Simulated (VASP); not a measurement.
# Na (Im-3m) in VASP: a series of runs, part 2 of 2

VASP 6.6.1.

## (3) Single point, PBE (39.93 Å³/atom)

This run uses another cell than the first one, of 39.93 Å³/atom.

INCAR reads:

```
ALGO     = Normal         # electronic algorithm
EDIFF    = 1E-7           # SCF threshold, eV
ENCUT    = 520            # plane-wave cutoff, eV
GGA      = PE             # functional
ISIF     = 2              # what is computed and relaxed
ISMEAR   = -1             # smearing method
LASPH    = T              # aspherical terms in the spheres
LCHARG   = F              # write CHGCAR
LREAL    = F              # projectors in reciprocal space
LWAVE    = F              # write WAVECAR
NBANDS   = 10             # bands
NELM     = 60             # most SCF steps
PREC     = Accurate       # precision mode
SIGMA    = 0.1            # smearing width, eV
```

KPOINTS reads:

```
k-points
0
Gamma
  17 17 17
```

POSCAR reads:

```
Na
1.0
   -2.1530884378      2.1530884378      2.1530884378
    2.1530884378     -2.1530884378      2.1530884378
    2.1530884378      2.1530884378     -2.1530884378
Na
1
Direct
    0.0000000000      0.0000000000      0.0000000000
```

Potentials or basis: VASP PAW PBE potentials, release 64 (Na_pv).

The run is started by

```bash
$ cat potpaw_PBE.64/Na_pv/POTCAR > POTCAR
$ mpirun -np 1 vasp_std > vasp.out
```

Run time: 68 s. Hardware: 1 thread of Intel Xeon 8259CL, shared host; peak memory 0.19 GiB.

It converged, with:

* Free energy: -1.3139 eV
* Pressure: -0.5 GPa
* Band gap on the k mesh: zero (an odd number of electrons rules out a gap without spin polarisation)

Levels at points of the mesh, in eV from the Fermi level:
```csv
k point,band 1,band 2,band 3,band 4,band 5,band 6,band 7,band 8
"(0.00, 0.00, 0.00)",-24.97,-24.97,-24.97,-3.13,11.26,11.26,11.26,12.21
```

## (4) Single point, PBE (41.40 Å³/atom)

This run uses another cell than the first one, of 41.40 Å³/atom.

INCAR reads:

```
SYSTEM = Na
  PREC = Accurate
  ENCUT = 520
  EDIFF = 1E-6
  ISMEAR = -1
  SIGMA = 0.1
  LREAL = .False.
  LASPH = .True.
  NELM = 80
  ALGO = Normal
  ISIF = 2
  LWAVE = .False.
  LCHARG = .False.
  GGA = PE
  NBANDS = 10
```

KPOINTS reads:

```
regular mesh
0
Gamma
  17 17 17
  0 0 0
```

POSCAR reads:

```
Na
1.0
   -2.1793482019      2.1793482019      2.1793482019
    2.1793482019     -2.1793482019      2.1793482019
    2.1793482019      2.1793482019     -2.1793482019
Na
1
Direct
    0.0000000000      0.0000000000      0.0000000000
```

The run is started by

```bash
$ cat potpaw_PBE.64/Na_pv/POTCAR > POTCAR
$ mpirun -np 1 vasp_std > vasp.out
```

Wall time 51 s (1 thread of Intel Xeon 8259CL, shared host); peak memory 0.19 GiB.

It converged, with:

```
Free energy            : -1.3084 eV
Pressure               : -0.7 GPa
Band gap on the k mesh : zero (an odd number of electrons rules out a gap without spin polarisation)
```

Levels at points of the mesh, in eV from the Fermi level:
```
           k point  band 1  band 2  band 3  band 4  band 5  band 6  band 7  band 8
(0.00, 0.00, 0.00)  -25.00  -25.00  -25.00   -3.06   11.03   11.03   11.03   11.97
```

## (5) Single point, PBE

This run uses another cell than the first one, of 36.97 Å³/atom.

INCAR reads:

```
  PREC = Accurate
  ENCUT = 520
  EDIFF = 1E-7
  ISMEAR = -1
  SIGMA = 0.1
  LREAL = False
  LASPH = True
  NELM = 60
  ALGO = Normal
  ISIF = 2
  LWAVE = False
  LCHARG = True
  GGA = PE
  LELF = True
  LVHAR = True
  NBANDS = 10
```

KPOINTS reads:

```
Automatic mesh
0
Gamma
  2 2 2
```

POSCAR reads:

```
Na
1.0
   -2.0985562613      2.0985562613      2.0985562613
    2.0985562613     -2.0985562613      2.0985562613
    2.0985562613      2.0985562613     -2.0985562613
Na
1
Direct
    0.0000000000      0.0000000000      0.0000000000
```

Potentials or basis: VASP PAW PBE potentials, release 64 (Na_pv).

The run is started by

```bash
$ cat potpaw_PBE.64/Na_pv/POTCAR > POTCAR
$ mpirun -np 1 vasp_std > vasp.out
```

OUTCAR:

```text
PREC = Accurate
   ENCUT = 520
   EDIFF = 1E-7
   ISMEAR = -1
   LREAL = False
   LASPH = True
   NELM = 60
   ISIF = 2
   GGA = PE

 ion  position               nearest neighbor table
   1  0.000  0.000  0.000-

  LATTYP: Found a body centered cubic cell.
 ALAT       =     4.1971125226

  Lattice vectors:

 A1 = (  -2.0985562613,   2.0985562613,   2.0985562613)
 A2 = (   2.0985562613,  -2.0985562613,   2.0985562613)
 A3 = (   2.0985562613,   2.0985562613,  -2.0985562613)

Analysis of symmetry for initial positions (statically):
=====================================================================
 Subroutine PRICEL returns:
 Original cell was already a primitive cell.

 Routine SETGRP: Setting up the symmetry group for a
 body centered cubic supercell.

 Subroutine GETGRP returns: Found 48 space group operations
 (whereof 48 operations were pure point group operations)
 out of a pool of 48 trial point group operations.

The static configuration has the point symmetry O_h .

[... 139 lines left out ...]
 cond. band min:       1.0679593013   @ k =   0.5000   0.0000   0.0000
 fundamental gap:      4.0385728627
 Fermi energy:         1.0644694382

 k-point     1 :       0.0000    0.0000    0.0000
  band No.  band energies     occupation
      1     -24.6370      2.00000
      2     -24.6370      2.00000
      3     -24.6370      2.00000
      4      -2.9706      2.00000
      5      12.0863      0.00000
      6      12.0863      0.00000
      7      12.0863      0.00000
      8      13.0448      0.00000
      9      13.0448      0.00000
     10      13.6095      0.00000
[... 14 lines left out ...]
 k-point     3 :       0.5000    0.5000    0.5000
  band No.  band energies     occupation
      1     -24.6629      2.00000
      2     -24.6629      2.00000
      3     -24.6629      2.00000
      4       4.8189      0.00000
      5       4.8189      0.00000
      6       5.2323      0.00000
      7       5.2323      0.00000
      8       5.2323      0.00000
      9       8.0270      0.00000
     10      19.8019      0.00000

------------------------ aborting loop because EDIFF is reached ----------------------------------------

  FORCE on cell =-STRESS in cart. coord.  units (eV):
  Direction    XX          YY          ZZ          XY          YZ          ZX
  --------------------------------------------------------------------------------------
  -------------------------------------------------------------------------------------
  Total        0.4549928      0.4549928      0.4549928      0.0000000     -0.0000000      0.0000000
  in kB       19.7193797     19.7193797     19.7193797      0.0000000     -0.0000000      0.0000000
  external PRESSURE =      19.7193797 kB  Pullay stress =       0.0000000 kB

 VOLUME and BASIS-vectors are now :
 -----------------------------------------------------------------------------
  energy-cutoff  :      520.00
  volume of cell :       36.97
      direct lattice vectors                 reciprocal lattice vectors
    -2.098556261  2.098556261  2.098556261     0.000000000  0.238259040  0.238259040
     2.098556261 -2.098556261  2.098556261     0.238259040  0.000000000  0.238259040
     2.098556261  2.098556261 -2.098556261     0.238259040  0.238259040  0.000000000

 POSITION                                       TOTAL-FORCE (eV/Angst)
 -----------------------------------------------------------------------------------
      0.00000      0.00000      0.00000         0.000000      0.000000      0.000000
 -----------------------------------------------------------------------------------
    total drift:                               -0.000000     -0.000000     -0.000000

  FREE ENERGIE OF THE ION-ELECTRON SYSTEM (eV)
  ---------------------------------------------------
  free  energy   TOTEN  =        -0.3800247779 eV

  energy  without entropy=       -0.2685678604  energy(sigma->0) =       -0.32429632
```

stdout:

```text
POSCAR found type information on POSCAR Na
 POSCAR found :  1 types and       1 ions
 scaLAPACK will be used
 LDA part: xc-table for (Slater+PW92), standard interpolation
 POSCAR, INCAR and KPOINTS ok, starting setup
 FFT: planning ... GRIDC
 FFT: planning ... GRID_SOFT
 FFT: planning ... GRID
 WAVECAR not read
 entering main loop
```

It took 3.7 s on 1 thread of Intel Xeon 8259CL, shared host; peak memory 0.14 GiB.

Results:

- Free energy: -0.3800 eV
- Pressure: 2.0 GPa
- Band gap on the k mesh: zero (an odd number of electrons rules out a gap without spin polarisation)

Caveat: the k points lie up to 1.06 Å⁻¹ apart, too coarse for converged energies and pressures of a metal.

## (6) Overview

| cell | k mesh | gap on the mesh (eV) | pressure (GPa) |
| --- | --- | --- | --- |
| a = 3.683 Å, angles 109.5°, 1 atom | 17 × 17 × 17 | none | -0.3 |
| a = 3.729 Å, angles 109.5°, 1 atom | 17 × 17 × 17 | none | -0.5 |
| a = 3.775 Å, angles 109.5°, 1 atom | 17 × 17 × 17 | none | -0.7 |
| a = 3.635 Å, angles 109.5°, 1 atom | 2 × 2 × 2 | none | 2.0 |

Alike in all rows: task single point; level PBE; potentials or basis VASP PAW PBE potentials, release 64 (Na_pv); no spin polarisation; cutoff (eV) 520; smearing fermi-dirac 0.1 eV.

Caveats: some runs use coarse meshes.

Total energies depend on the potentials used, so only differences within one code and one set of settings carry meaning.
